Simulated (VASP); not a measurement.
# W (Fm-3m) in VASP: a series of runs

W is run at these levels: PBEsol; tasks: single point.

All numbers are computed with VASP 6.6.1; they aren't measurements. Logs are shortened: lines on timing, memory, paths and dates and some standing lists are left out, and cuts for length are marked.

## 1. The cell of the first run

The structure is cubic, space group Fm-3m (No. 225). Conventional cell: a = 4.087 Å, b = 4.087 Å, c = 4.087 Å, α = 90.00°, β = 90.00°, γ = 90.00°. Within 3.8 Å of W (site symmetry m-3m) lie 12 W at 2.89 Å.

## 2. Single point, PBEsol

Contents of INCAR:

```
SYSTEM = W
  ALGO = Normal
  EDIFF = 1E-7
  ENCUT = 520
  GGA = PS
  ISIF = 2
  ISMEAR = -1
  LASPH = .TRUE.
  LCHARG = .FALSE.
  LREAL = .FALSE.
  LWAVE = .FALSE.
  NBANDS = 13
  NELM = 80
  PREC = Accurate
  SIGMA = 0.1
```

Contents of KPOINTS:

```
k-points
0
G
  12 12 12
  0 0 0
```

Contents of POSCAR:

```
W
1.0
    0.0000000000      2.0434441004      2.0434441004
    2.0434441004      0.0000000000      2.0434441004
    2.0434441004      2.0434441004      0.0000000000
W
1
Direct
    0.0000000000      0.0000000000      0.0000000000
```

Potentials or basis: VASP PAW PBE potentials, release 64 (W_sv).

On the command line:

```
cat potpaw_PBE.64/W_sv/POTCAR > POTCAR
mpirun -np 1 vasp_std > vasp.out
```

OUTCAR:

```text
SYSTEM = W
   EDIFF = 1E-7
   ENCUT = 520
   GGA = PS
   ISIF = 2
   ISMEAR = -1
   LASPH = .TRUE.
   LREAL = .FALSE.
   NELM = 80
   PREC = Accurate

 ion  position               nearest neighbor table
   1  0.000  0.000  0.000-

  LATTYP: Found a face centered cubic cell.
 ALAT       =     4.0868882008

  Lattice vectors:

 A1 = (   0.0000000000,   2.0434441004,   2.0434441004)
 A2 = (   2.0434441004,   0.0000000000,   2.0434441004)
 A3 = (   2.0434441004,   2.0434441004,   0.0000000000)

Analysis of symmetry for initial positions (statically):
=====================================================================
 Subroutine PRICEL returns:
 Original cell was already a primitive cell.

 Routine SETGRP: Setting up the symmetry group for a
 face centered cubic supercell.

 Subroutine GETGRP returns: Found 48 space group operations
 (whereof 48 operations were pure point group operations)
 out of a pool of 48 trial point group operations.

The static configuration has the point symmetry O_h .

Analysis of symmetry for dynamics (positions and initial velocities):
=====================================================================
 Subroutine PRICEL returns:
 Original cell was already a primitive cell.

 Routine SETGRP: Setting up the symmetry group for a
 face centered cubic supercell.

 Subroutine GETGRP returns: Found 48 space group operations
 (whereof 48 operations were pure point group operations)
 out of a pool of 48 trial point group operations.

The dynamic configuration has the point symmetry O_h .

 Subroutine INISYM returns: Found 48 space group operations
 (whereof 48 operations are pure point group operations),
 and found     1 'primitive' translations

----------------------------------------------------------------------------------------

                                     Primitive cell

  volume of cell :      17.0655

  direct lattice vectors                    reciprocal lattice vectors
     0.000000000  2.043444100  2.043444100    -0.244684941  0.244684941  0.244684941
     2.043444100  0.000000000  2.043444100     0.244684941 -0.244684941  0.244684941
     2.043444100  2.043444100  0.000000000     0.244684941  0.244684941 -0.244684941

  length of vectors
     2.889866361  2.889866361  2.889866361     0.423806750  0.423806750  0.423806750

  position of ions in fractional coordinates (direct lattice)
     0.000000000  0.000000000  0.000000000

  ion indices of the primitive-cell ions
[... 80 lines left out ...]
   ISIF   =      2    stress and relaxation
   ISYM   =      2    0-nonsym 1-usesym 2-fastsym
   POTIM  = 0.5000    time-step for ionic-motion
   TEBEG  =    0.0;   TEEND  =   0.0 temperature during run
   PSTRESS=    0.0 pullay stress
   NELECT =      14.0000    total number of electrons
   NUPDOWN=      -1.0000    fix difference up-down
   EMIN   =  10.00;   EMAX   =-10.00  energy-range for DOS
   EFERMI =   0.00;   METHOD = LEGACY
   ISMEAR =    -1;   SIGMA  =   0.10  broadening in eV -4-tet -1-fermi 0-gaus
   EFERMI_NEDOS =   21; number of points for ismear=-14 and -15
   IALGO  =     38    algorithm
   IMIX   =      4    mixing-type and parameters
     AMIX     =   0.40;   BMIX     =  1.00
     AMIX_MAG =   1.60;   BMIX_MAG =  1.00
  volume/ion in A,a.u.               =      17.07       115.16
  Fermi-wavevector in a.u.,A,eV,Ry     =   1.532539  2.896078 31.955656  2.348674
  Thomas-Fermi vector in A             =   2.639731
   LORBIT       =      0    0 simple, 1 ext, 2 COOP (PROOUT), +10 PAW based schemes
   GGA     = PS    functional components
   LHFCALC =     F    Hartree Fock is set to
   AEXX    =    0.0000 exact exchange contribution
   IVDW    =     0    specifies the selected vdW correction
   LEPSILON=     F    determine dielectric tensor
   LRPA    =     F    only Hartree local field effects (RPA)
 non-spin polarized calculation
  energy-cutoff  :      520.00
  volume of cell :       17.07
 maximum number of plane-waves:       477
 NGX is ok and might be reduce to    24
   NGX = 11   NGY = 11   NGZ = 11

 number of electron      14.0000001 magnetization

 Free energy of the ion-electron system (eV)
  ---------------------------------------------------
  ext. energy  EPLUGINS =         0.00000000
  ---------------------------------------------------
  free energy    TOTEN  =       -13.27212208 eV

  energy without entropy =      -13.22874923  energy(sigma->0) =      -13.25043565

 E-fermi :   9.8265     XC(G=0): -13.3383

 val. band max:        9.7983599028   @ k =   0.1667   0.0833   0.0000
 cond. band min:       9.8285989030   @ k =  -0.2500   0.0833   0.0000
 fundamental gap:      0.0302390002
 Fermi energy:         9.8265137882

 k-point     1 :       0.0000    0.0000    0.0000
  band No.  band energies     occupation
      1     -63.9085      2.00000
      2     -27.5816      2.00000
      3     -27.5816      2.00000
      4     -27.5816      2.00000
      5       0.9913      2.00000
      6       9.2786      1.99169
      7       9.2786      1.99169
      8       9.2786      1.99169
      9      12.2245      0.00000
     10      12.2245      0.00000
     11      22.5648      0.00000
     12      27.5554      0.00000
     13      27.5554      0.00000
[... 354 lines left out ...]
  band No.  band energies     occupation
      1     -63.8106      2.00000
      2     -28.4975      2.00000
      3     -27.9044      2.00000
      4     -27.7556      2.00000
      5       5.3505      2.00000
      6       7.9436      2.00000
      7       9.3210      1.98733
      8       9.9033      0.63400
      9      14.0150      0.00000
     10      16.2744      0.00000
     11      19.1207      0.00000
     12      24.3206      0.00000
     13      26.8551      0.00000

 [... further k-points ...]

------------------------ aborting loop because EDIFF is reached ----------------------------------------

  FORCE on cell =-STRESS in cart. coord.  units (eV):
  Direction    XX          YY          ZZ          XY          YZ          ZX
  --------------------------------------------------------------------------------------
  -------------------------------------------------------------------------------------
  Total       -1.8209779     -1.8209779     -1.8209779      0.0000000      0.0000000      0.0000000
  in kB     -170.9609693   -170.9609693   -170.9609693      0.0000000      0.0000000      0.0000000
  external PRESSURE =    -170.9609693 kB  Pullay stress =       0.0000000 kB

 VOLUME and BASIS-vectors are now :
 -----------------------------------------------------------------------------
  energy-cutoff  :      520.00
  volume of cell :       17.07
      direct lattice vectors                 reciprocal lattice vectors
     0.000000000  2.043444100  2.043444100    -0.244684941  0.244684941  0.244684941
     2.043444100  0.000000000  2.043444100     0.244684941 -0.244684941  0.244684941
     2.043444100  2.043444100  0.000000000     0.244684941  0.244684941 -0.244684941

 POSITION                                       TOTAL-FORCE (eV/Angst)
 -----------------------------------------------------------------------------------
      0.00000      0.00000      0.00000        -0.000000     -0.000000      0.000000
 -----------------------------------------------------------------------------------
    total drift:                               -0.000000     -0.000000     -0.000000

  FREE ENERGIE OF THE ION-ELECTRON SYSTEM (eV)
  ---------------------------------------------------
  free  energy   TOTEN  =       -13.2721220773 eV

  energy  without entropy=      -13.2287492273  energy(sigma->0) =      -13.25043565
```

OSZICAR:

```text
N       E                     dE             d eps       ncg     rms          rms(c)
DAV:   1     0.855927518420E+02    0.85593E+02   -0.74882E+03  1872   0.121E+03
DAV:   2    -0.123147486717E+02   -0.97908E+02   -0.94568E+02  2107   0.316E+02
DAV:   3    -0.139951341696E+02   -0.16804E+01   -0.16725E+01  2067   0.402E+01
DAV:   4    -0.140028991487E+02   -0.77650E-02   -0.77647E-02  2107   0.302E+00
DAV:   5    -0.140029735740E+02   -0.74425E-04   -0.74426E-04  2077   0.278E-01    0.183E+01
DAV:   6    -0.134131705843E+02    0.58980E+00   -0.51650E-01  2017   0.920E+00    0.671E+00
DAV:   7    -0.132772669520E+02    0.13590E+00   -0.21884E-01  2082   0.559E+00    0.598E-01
DAV:   8    -0.132722122341E+02    0.50547E-02   -0.42408E-03  1882   0.860E-01    0.737E-02
DAV:   9    -0.132721186446E+02    0.93590E-04   -0.11790E-04  2305   0.118E-01    0.340E-02
DAV:  10    -0.132721218643E+02   -0.32198E-05   -0.51421E-06  2002   0.280E-02    0.681E-03
DAV:  11    -0.132721221449E+02   -0.28060E-06   -0.15306E-07  1793   0.400E-03    0.354E-04
DAV:  12    -0.132721220773E+02    0.67576E-07   -0.53512E-09  1041   0.830E-04
   1 F= -.13272122E+02 E0= -.13250436E+02  d E =-.433729E-01
```

It took 34 s on 1 thread of AMD EPYC 7R13, shared host; peak memory 0.12 GiB.

Results:

| Item | Value |
| --- | --- |
| Free energy | -13.2721 eV |
| Pressure | -17.1 GPa |
| Band gap on the k mesh | zero (band 7 reaches 12.65 eV, above the bottom of band 8 at 9.28 eV) |

Caveat: the PAW data sets were made with another functional, which shifts forces and pressure a little; spin-orbit coupling is left out, which moves the levels of the heavy elements.

## 3. Single point, PBEsol

This run uses another cell than the first one, of 17.73 Å³/atom, 1.039 times its volume.

Contents of INCAR:

```
SYSTEM = W
PREC     = Accurate       ! precision mode
ENCUT    = 520            ! plane-wave cutoff, eV
EDIFF    = 1E-6           ! SCF threshold, eV
ISMEAR   = -1             ! smearing method
SIGMA    = 0.1            ! smearing width, eV
LREAL    = .False.        ! projectors in reciprocal space
LASPH    = .True.         ! aspherical terms in the spheres
NELM     = 60             ! most SCF steps
ALGO     = Normal         ! electronic algorithm
ISIF     = 2              ! what is computed and relaxed
LWAVE    = .False.        ! write WAVECAR
LCHARG   = .False.        ! write CHGCAR
GGA      = PS             ! functional
NBANDS   = 13             ! bands
```

Contents of KPOINTS:

```
Automatic mesh
0
Gamma
  12 12 12
  0 0 0
```

Contents of POSCAR:

```
W
1.0
    0.0000000000      2.0698140295      2.0698140295
    2.0698140295      0.0000000000      2.0698140295
    2.0698140295      2.0698140295      0.0000000000
W
1
Direct
    0.0000000000      0.0000000000      0.0000000000
```

Potentials or basis: VASP PAW PBE potentials, release 64 (W_sv).

On the command line:

```
cat potpaw_PBE.64/W_sv/POTCAR > POTCAR
mpirun -np 1 vasp_std > vasp.out
```

Wall time 33 s (1 thread of AMD EPYC 7R13, shared host); peak memory 0.12 GiB.

The run converged. Its results:

* Free energy: -13.1836 eV
* Pressure: -25.2 GPa
* Band gap on the k mesh: zero (band 7 reaches 11.96 eV, above the bottom of band 8 at 8.82 eV)

Levels at points of the mesh, in eV from the Fermi level:
| k point | band 3 | band 4 | band 5 | band 6 | band 7 | band 8 | band 9 | band 10 | band 11 | band 12 |
| --- | --- | --- | --- | --- | --- | --- | --- | --- | --- | --- |
| (0.00, 0.00, 0.00) | -37.53 | -37.53 | -8.63 | -0.51 | -0.51 | -0.51 | 2.27 | 2.27 | 12.68 | 17.49 |
| (0.50, 0.00, 0.00) | -37.65 | -37.65 | -5.24 | -0.71 | -0.71 | 0.42 | 4.49 | 4.49 | 9.13 | 12.28 |
| (0.50, 0.50, 0.00) | -37.85 | -37.85 | -5.01 | -4.09 | 2.64 | 4.44 | 5.14 | 5.14 | 11.06 | 11.06 |

Caveat: the PAW data sets were made with another functional, which shifts forces and pressure a little; spin-orbit coupling is left out, which moves the levels of the heavy elements.
